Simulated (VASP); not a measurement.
# Sc (P6_3/mmc) in VASP: notebook

The runs below take Sc through single point, with r2SCAN.

Everything below comes from runs of VASP 6.6.1. Logs are shortened: lines on timing, memory, paths and dates and some standing lists are left out, and cuts for length are marked.

### 1 The cell of the first run

It takes space group P6_3/mmc (No. 194, hexagonal). The conventional cell has a = 3.312 Å, b = 3.312 Å, c = 5.161 Å, α = 90.00°, β = 90.00°, γ = 120.00°. Sc (site symmetry -6m2) has 12 Sc at 3.21 to 3.31 Å within 4.2 Å.

### 2 Single point, r2SCAN

Input file POSCAR:

```
Sc
1.0
    3.3120073952      0.0000000000      0.0000000000
   -1.6560036976      2.8682825417      0.0000000000
    0.0000000000      0.0000000000      5.1605064636
Sc
2
Direct
    0.3333333333      0.6666666667      0.7500000000
    0.6666666667      0.3333333333      0.2500000000
```

Input file INCAR.step1:

```
ALGO = Normal
EDIFF = 1E-4
ENCUT = 520
GGA = PE
ISMEAR = 0
LASPH = T
LCHARG = F
LREAL = F
LWAVE = T
NBANDS = 18
NELM = 80
PREC = Accurate
SIGMA = 0.05
```

Input file INCAR.step2:

```
ALGO = Normal
EDIFF = 1E-7
ENCUT = 520
ISIF = 2
ISMEAR = 0
ISTART = 1
LASPH = T
LCHARG = T
LELF = T
LMIXTAU = T
LREAL = F
LVHAR = T
LWAVE = F
METAGGA = R2SCAN
NBANDS = 18
NELM = 80
PREC = Accurate
SIGMA = 0.05
```

Input file KPOINTS:

```
k-points
0
Gamma
  14 14 8
```

Potentials or basis: VASP PAW PBE potentials, release 64 (Sc_sv).

Run with:

```sh
$ cat potpaw_PBE.64/Sc_sv/POTCAR > POTCAR
$ cp INCAR.step1 INCAR
$ mpirun -np 1 vasp_std > vasp.out
$ cp INCAR.step2 INCAR
$ mpirun -np 1 vasp_std > vasp.out
```

OUTCAR:

```text
EDIFF = 1E-7
   ENCUT = 520
   ISIF = 2
   ISMEAR = 0
   ISTART = 1
   LASPH = T
   LREAL = F
   METAGGA = R2SCAN
   NELM = 80
   PREC = Accurate

 ion  position               nearest neighbor table
   1  0.333  0.667  0.750-   2 3.21   2 3.21   2 3.21   2 3.21   2 3.21   2 3.21
   2  0.667  0.333  0.250-   1 3.21   1 3.21   1 3.21   1 3.21   1 3.21   1 3.21

  LATTYP: Found a hexagonal cell.
 ALAT       =     3.3120073952
 C/A-ratio  =     1.5581204532

  Lattice vectors:

 A1 = (   3.3120073952,   0.0000000000,   0.0000000000)
 A2 = (  -1.6560036976,   2.8682825417,   0.0000000000)
 A3 = (   0.0000000000,   0.0000000000,   5.1605064636)

Analysis of symmetry for initial positions (statically):
=====================================================================
 Subroutine PRICEL returns:
 Original cell was already a primitive cell.

 Routine SETGRP: Setting up the symmetry group for a
 hexagonal supercell.

 Subroutine GETGRP returns: Found 24 space group operations
 (whereof 12 operations were pure point group operations)
 out of a pool of 24 trial point group operations.

The static configuration has the point symmetry D_3d.
 The point group associated with its full space group is D_6h.

Analysis of symmetry for dynamics (positions and initial velocities):
=====================================================================
 Subroutine PRICEL returns:
 Original cell was already a primitive cell.

 Routine SETGRP: Setting up the symmetry group for a
 hexagonal supercell.

 Subroutine GETGRP returns: Found 24 space group operations
 (whereof 12 operations were pure point group operations)
 out of a pool of 24 trial point group operations.

The dynamic configuration has the point symmetry D_3d.
 The point group associated with its full space group is D_6h.

 Subroutine INISYM returns: Found 24 space group operations
 (whereof 12 operations are pure point group operations),
 and found     1 'primitive' translations

----------------------------------------------------------------------------------------

                                     Primitive cell

  volume of cell :      49.0236

  direct lattice vectors                    reciprocal lattice vectors
     3.312007395  0.000000000  0.000000000     0.301931693  0.174320344  0.000000000
    -1.656003698  2.868282542  0.000000000     0.000000000  0.348640688  0.000000000
     0.000000000  0.000000000  5.160506464     0.000000000  0.000000000  0.193779430

  length of vectors
     3.312007395  3.312007395  5.160506464     0.348640688  0.348640688  0.193779430

  position of ions in fractional coordinates (direct lattice)
     0.333333333  0.666666667  0.750000000
     0.666666667  0.333333333  0.250000000

  ion indices of the primitive-cell ions
   primitive index   ion index
                 1           1
                 2           2

----------------------------------------------------------------------------------------

 KPOINTS: k-points

Automatic generation of k-mesh.
 Grid dimensions read from file:
 generate k-points for:   14   14    8

 Generating k-lattice:

  Cartesian coordinates                     Fractional coordinates (reciprocal lattice)
     0.021566549  0.012451453  0.000000000     0.071428571  0.000000000  0.000000000
     0.000000000  0.024902906  0.000000000     0.000000000  0.071428571  0.000000000
     0.000000000  0.000000000  0.024222429     0.000000000  0.000000000  0.125000000

  Length of vectors
     0.024902906  0.024902906  0.024222429

  Shift w.r.t. Gamma in fractional coordinates (k-lattice)
     0.000000000  0.000000000  0.000000000

 Subroutine IBZKPT returns following result:
 ===========================================

 Found    120 irreducible k-points:

 Following reciprocal coordinates:
            Coordinates               Weight
  0.000000  0.000000  0.000000      1.000000
  0.071429  0.000000  0.000000      6.000000
  0.142857  0.000000  0.000000      6.000000
  0.214286  0.000000  0.000000      6.000000
  0.285714  0.000000  0.000000      6.000000
  0.357143  0.000000  0.000000      6.000000
[... 16 lines left out ...]
  0.285714  0.285714  0.000000      6.000000
  0.357143  0.285714  0.000000      6.000000
 [... further k-points ...]
   k-points           NKPTS =    120   k-points in BZ     NKDIM =    120   number of bands    NBANDS=     18
   number of dos      NEDOS =    301   number of ions     NIONS =      2
   total plane-waves  NPLWV =  31360
   dimension x,y,z NGX =    28 NGY =   28 NGZ =   40
   dimension x,y,z NGXF=    56 NGYF=   56 NGZF=   80
   ions per type =               2
   NGX,Y,Z   is equivalent  to a cutoff of  14.05, 14.05, 12.89 a.u.
   NGXF,Y,Z  is equivalent  to a cutoff of  28.11, 28.11, 25.77 a.u.
 SYSTEM =  unknown system
   PREC   = accura    normal or accurate (medium, high low for compatibility)
   ISTART =      1    job   : 0-new  1-cont  2-samecut
   ICHARG =      0    charge: 1-file 2-atom 10-const
   ISPIN  =      1    spin polarized calculation?
   LNONCOLLINEAR =      F non collinear calculations
   LSORBIT =      F    spin-orbit coupling
   LASPH  =      T    aspherical Exc in radial PAW
   ENCUT  =  520.0 eV  38.22 Ry    6.18 a.u.   6.16  6.16  9.60*2*pi/ulx,y,z
   NELM   =     80;   NELMIN=  2; NELMDL=  0     # of ELM steps
   EDIFF  = 0.1E-06   stopping-criterion for ELM
   LREAL  =      F    real-space projection
   EDIFFG = 0.1E-05   stopping-criterion for IOM
   NSW    =      0    number of steps for IOM
   IBRION =     -1    ionic relax: 0-MD 1-quasi-New 2-CG
   NFREE  =      0    steps in history (QN), initial steepest desc. (CG)
   ISIF   =      2    stress and relaxation
   ISYM   =      2    0-nonsym 1-usesym 2-fastsym
   POTIM  = 0.5000    time-step for ionic-motion
   TEBEG  =    0.0;   TEEND  =   0.0 temperature during run
   PSTRESS=    0.0 pullay stress
   NELECT =      22.0000    total number of electrons
   NUPDOWN=      -1.0000    fix difference up-down
   EMIN   =  10.00;   EMAX   =-10.00  energy-range for DOS
   EFERMI =   0.00;   METHOD = LEGACY
   ISMEAR =     0;   SIGMA  =   0.05  broadening in eV -4-tet -1-fermi 0-gaus
   EFERMI_NEDOS =   21; number of points for ismear=-14 and -15
   IALGO  =     38    algorithm
   IMIX   =      4    mixing-type and parameters
     AMIX     =   0.40;   BMIX     =  1.00
     AMIX_MAG =   1.60;   BMIX_MAG =  1.00
  volume/ion in A,a.u.               =      24.51       165.41
  Fermi-wavevector in a.u.,A,eV,Ry     =   1.253374  2.368533 21.374009  1.570945
  Thomas-Fermi vector in A             =   2.387229
   LORBIT       =      0    0 simple, 1 ext, 2 COOP (PROOUT), +10 PAW based schemes
   METAGGA = R2SCAN    functional components
   LHFCALC =     F    Hartree Fock is set to
   AEXX    =    0.0000 exact exchange contribution
   IVDW    =     0    specifies the selected vdW correction
   LEPSILON=     F    determine dielectric tensor
   LRPA    =     F    only Hartree local field effects (RPA)
 non-spin polarized calculation
 Gauss-broadening in eV      SIGMA  =   0.05
  energy-cutoff  :      520.00
  volume of cell :       49.02
 maximum number of plane-waves:      1345
 NGX is ok and might be reduce to    28
   NGX = 13   NGY = 13   NGZ = 19

 number of electron      21.9999995 magnetization

 Free energy of the ion-electron system (eV)
  ---------------------------------------------------
  ext. energy  EPLUGINS =         0.00000000
  ---------------------------------------------------
  free energy    TOTEN  =       -22.71040453 eV

  energy without entropy =      -22.70546720  energy(sigma->0) =      -22.70793587

 E-fermi :   3.7552     XC(G=0): -10.6286

 val. band max:        3.7512688591   @ k =   0.3571   0.0000   0.1250
 cond. band min:       3.7600071757   @ k =   0.1429   0.0714   0.0000
 fundamental gap:      0.0087383165
 Fermi energy:         3.7551601205

 k-point     1 :       0.0000    0.0000    0.0000
  band No.  band energies     occupation
      1     -47.7473      2.00000
      2     -47.6714      2.00000
      3     -25.6223      2.00000
      4     -25.2512      2.00000
      5     -25.2512      2.00000
      6     -25.1822      2.00000
[... 10 lines left out ...]
     17       6.3580      0.00000
     18       6.3580      0.00000

 k-point     2 :       0.0714    0.0000    0.0000
  band No.  band energies     occupation
      1     -47.7447      2.00000
      2     -47.6705      2.00000
      3     -25.6152      2.00000
      4     -25.2648      2.00000
      5     -25.2560      2.00000
      6     -25.1965      2.00000
[... 10 lines left out ...]
     17       6.2579      0.00000
     18       6.2831      0.00000

 k-point     3 :       0.1429    0.0000    0.0000
  band No.  band energies     occupation
      1     -47.7374      2.00000
      2     -47.6682      2.00000
      3     -25.5945      2.00000
      4     -25.3031      2.00000
      5     -25.2689      2.00000
      6     -25.2360      2.00000
[... 10 lines left out ...]
     17       6.2559      0.00000
     18       6.3485      0.00000

 k-point     4 :       0.2143    0.0000    0.0000
  band No.  band energies     occupation
      1     -47.7265      2.00000
      2     -47.6653      2.00000
      3     -25.5625      2.00000
      4     -25.3590      2.00000
      5     -25.2915      2.00000
      6     -25.2870      2.00000
[... 375 lines left out ...]
      4     -25.4255      2.00000
      5     -25.3966      2.00000
      6     -25.3855      2.00000
[... 10 lines left out ...]
     17       7.8790      0.00000
     18       7.9794      0.00000

 k-point    23 :       0.2857    0.2857    0.0000
  band No.  band energies     occupation
      1     -47.6786      2.00000
      2     -47.6647      2.00000
      3     -25.4838      2.00000
      4     -25.4304      2.00000
      5     -25.3909      2.00000
      6     -25.3834      2.00000
[... 10 lines left out ...]
     17       7.8797      0.00000
     18       7.9521      0.00000

 k-point    24 :       0.3571    0.2857    0.0000
  band No.  band energies     occupation
      1     -47.6737      2.00000
      2     -47.6675      2.00000
      3     -25.4855      2.00000
      4     -25.4106      2.00000
      5     -25.4100      2.00000
      6     -25.3662      2.00000
[... 10 lines left out ...]
     17       7.7672      0.00000
     18       7.9403      0.00000

 [... further k-points ...]
[... 5 lines left out ...]
  --------------------------------------------------------------------------------------
  -------------------------------------------------------------------------------------
  Total        0.3295827      0.3295827      0.3297897      0.0000000      0.0000000      0.0000000
  in kB       10.7713327     10.7713327     10.7780972      0.0000000      0.0000000      0.0000000
  external PRESSURE =      10.7735875 kB  Pullay stress =       0.0000000 kB

 VOLUME and BASIS-vectors are now :
 -----------------------------------------------------------------------------
  energy-cutoff  :      520.00
  volume of cell :       49.02
      direct lattice vectors                 reciprocal lattice vectors
     3.312007395  0.000000000  0.000000000     0.301931693  0.174320344  0.000000000
    -1.656003698  2.868282542  0.000000000     0.000000000  0.348640688  0.000000000
     0.000000000  0.000000000  5.160506464     0.000000000  0.000000000  0.193779430

 POSITION                                       TOTAL-FORCE (eV/Angst)
 -----------------------------------------------------------------------------------
     -0.00000      1.91219      3.87038        -0.000000      0.000000      0.000000
      1.65600      0.95609      1.29013         0.000000     -0.000000      0.000000
 -----------------------------------------------------------------------------------
    total drift:                               -0.000000      0.000000     -0.000000

  FREE ENERGIE OF THE ION-ELECTRON SYSTEM (eV)
  ---------------------------------------------------
  free  energy   TOTEN  =       -22.7104045301 eV

  energy  without entropy=      -22.7054672037  energy(sigma->0) =      -22.70793587
```

It took 6.8 min on 1 thread of Intel Xeon 8259CL, shared host; peak memory 0.24 GiB.

Results:

```yaml
Free_energy: -22.7104 eV
Pressure: 1.1 GPa
Band_gap_on_the_k_mesh: zero (bands 11 and 12 overlap by 1.60 eV)
```

Levels at points of the mesh, in eV from the Fermi level:
| k point | band 7 | band 8 | band 9 | band 10 | band 11 | band 12 | band 13 | band 14 | band 15 | band 16 |
| --- | --- | --- | --- | --- | --- | --- | --- | --- | --- | --- |
| (0.00, 0.00, 0.00) | -28.94 | -28.92 | -5.51 | -1.71 | 0.48 | 1.81 | 1.81 | 2.09 | 2.30 | 2.30 |
| (0.50, 0.00, 0.00) | -29.03 | -28.98 | -1.72 | -1.14 | -0.68 | -0.42 | 1.43 | 1.56 | 2.07 | 4.08 |
| (0.00, 0.00, 0.50) | -28.97 | -28.97 | -3.88 | -3.88 | 1.10 | 1.10 | 1.73 | 1.73 | 1.73 | 1.73 |
| (0.50, 0.00, 0.50) | -29.03 | -29.03 | -1.54 | -1.54 | 0.05 | 0.05 | 1.33 | 1.33 | 2.63 | 2.63 |

Caveat: the PAW data sets were made with another functional, which shifts forces and pressure a little.

### 3 Single point, r2SCAN

This run uses another cell than the first one, of 24.89 Å³/atom.

Input file POSCAR:

```
Sc
1.0
    3.3291670723      0.0000000000      0.0000000000
   -1.6645835362      2.8831432581      0.0000000000
    0.0000000000      0.0000000000      5.1872433076
Sc
2
Direct
    0.3333333333      0.6666666667      0.7500000000
    0.6666666667      0.3333333333      0.2500000000
```

Input file INCAR.step1:

```
SYSTEM = Sc
ALGO     = Normal         ! electronic algorithm
EDIFF    = 1E-4           ! SCF threshold, eV
ENCUT    = 520            ! plane-wave cutoff, eV
GGA      = PE             ! functional
ISMEAR   = 0              ! smearing method
LASPH    = .True.         ! aspherical terms in the spheres
LCHARG   = .False.        ! write CHGCAR
LREAL    = .False.        ! projectors in reciprocal space
LWAVE    = .True.         ! write WAVECAR
NBANDS   = 18             ! bands
NELM     = 80             ! most SCF steps
PREC     = Accurate       ! precision mode
SIGMA    = 0.05           ! smearing width, eV
```

Input file INCAR.step2:

```
SYSTEM = Sc
ALGO     = Normal         ! electronic algorithm
EDIFF    = 1E-6           ! SCF threshold, eV
ENCUT    = 520            ! plane-wave cutoff, eV
ISIF     = 2              ! what is computed and relaxed
ISMEAR   = 0              ! smearing method
ISTART   = 1            
LASPH    = .True.         ! aspherical terms in the spheres
LCHARG   = .False.        ! write CHGCAR
LMIXTAU  = .True.       
LREAL    = .False.        ! projectors in reciprocal space
LWAVE    = .False.        ! write WAVECAR
METAGGA  = R2SCAN         ! meta-GGA
NBANDS   = 18             ! bands
NELM     = 80             ! most SCF steps
PREC     = Accurate       ! precision mode
SIGMA    = 0.05           ! smearing width, eV
```

Input file KPOINTS:

```
k-points
0
Gamma
  14 14 8
  0 0 0
```

Potentials or basis: VASP PAW PBE potentials, release 64 (Sc_sv).

Run with:

```sh
$ cat potpaw_PBE.64/Sc_sv/POTCAR > POTCAR
$ cp INCAR.step1 INCAR
$ mpirun -np 1 vasp_std > vasp.out
$ cp INCAR.step2 INCAR
$ mpirun -np 1 vasp_std > vasp.out
```

OUTCAR:

```text
SYSTEM = Sc
   EDIFF = 1E-6
   ENCUT = 520
   ISIF = 2
   ISMEAR = 0
   ISTART = 1
   LASPH = .True.
   LREAL = .False.
   METAGGA = R2SCAN
   NELM = 80
   PREC = Accurate

 ion  position               nearest neighbor table
   1  0.333  0.667  0.750-   2 3.23   2 3.23   2 3.23   2 3.23   2 3.23   2 3.23
   2  0.667  0.333  0.250-   1 3.23   1 3.23   1 3.23   1 3.23   1 3.23   1 3.23

  LATTYP: Found a hexagonal cell.
 ALAT       =     3.3291670723
 C/A-ratio  =     1.5581204532

  Lattice vectors:

 A1 = (   3.3291670723,   0.0000000000,   0.0000000000)
 A2 = (  -1.6645835362,   2.8831432581,   0.0000000000)
 A3 = (   0.0000000000,   0.0000000000,   5.1872433076)

Analysis of symmetry for initial positions (statically):
=====================================================================
 Subroutine PRICEL returns:
 Original cell was already a primitive cell.

 Routine SETGRP: Setting up the symmetry group for a
 hexagonal supercell.

 Subroutine GETGRP returns: Found 24 space group operations
 (whereof 12 operations were pure point group operations)
[... 159 lines left out ...]
 Free energy of the ion-electron system (eV)
  ---------------------------------------------------
  ext. energy  EPLUGINS =         0.00000000
  ---------------------------------------------------
  free energy    TOTEN  =       -22.71362315 eV

  energy without entropy =      -22.70849647  energy(sigma->0) =      -22.71105981

 E-fermi :   3.6621     XC(G=0): -10.5619

 val. band max:        3.6614117892   @ k =   0.2143   0.2143   0.2500
 cond. band min:       3.6627891015   @ k =   0.3571   0.0000   0.3750
 fundamental gap:      0.0013773123
 Fermi energy:         3.6620987104

 k-point     1 :       0.0000    0.0000    0.0000
  band No.  band energies     occupation
      1     -47.8836      2.00000
      2     -47.8125      2.00000
      3     -25.7435      2.00000
      4     -25.3928      2.00000
      5     -25.3928      2.00000
      6     -25.3270      2.00000
[... 481 lines left out ...]
      5     -25.5429      2.00000
      6     -25.5006      2.00000
[... 10 lines left out ...]
     17       7.6090      0.00000
     18       7.7788      0.00000

 [... further k-points ...]
[... 5 lines left out ...]
  --------------------------------------------------------------------------------------
  -------------------------------------------------------------------------------------
  Total        0.0451745      0.0451745      0.0841165     -0.0000000      0.0000000      0.0000000
  in kB        1.4536678      1.4536678      2.7067818     -0.0000000      0.0000000      0.0000000
  external PRESSURE =       1.8713724 kB  Pullay stress =       0.0000000 kB

 VOLUME and BASIS-vectors are now :
 -----------------------------------------------------------------------------
  energy-cutoff  :      520.00
  volume of cell :       49.79
      direct lattice vectors                 reciprocal lattice vectors
     3.329167072  0.000000000  0.000000000     0.300375433  0.173421837  0.000000000
    -1.664583536  2.883143258  0.000000000     0.000000000  0.346843674  0.000000000
     0.000000000  0.000000000  5.187243308     0.000000000  0.000000000  0.192780624

 POSITION                                       TOTAL-FORCE (eV/Angst)
 -----------------------------------------------------------------------------------
     -0.00000      1.92210      3.89043         0.000000      0.000000      0.000000
      1.66458      0.96105      1.29681        -0.000000     -0.000000      0.000000
 -----------------------------------------------------------------------------------
    total drift:                               -0.000000      0.000000     -0.000000

  FREE ENERGIE OF THE ION-ELECTRON SYSTEM (eV)
  ---------------------------------------------------
  free  energy   TOTEN  =       -22.7136231494 eV

  energy  without entropy=      -22.7084964708  energy(sigma->0) =      -22.71105981
```

Wall time 6.5 min (1 thread of Intel Xeon 8259CL, shared host); peak memory 0.24 GiB.

Results:

* Free energy: -22.7136 eV
* Pressure: 0.2 GPa
* Band gap on the k mesh: zero (bands 11 and 12 overlap by 1.58 eV)

Caveat: the PAW data sets were made with another functional, which shifts forces and pressure a little.
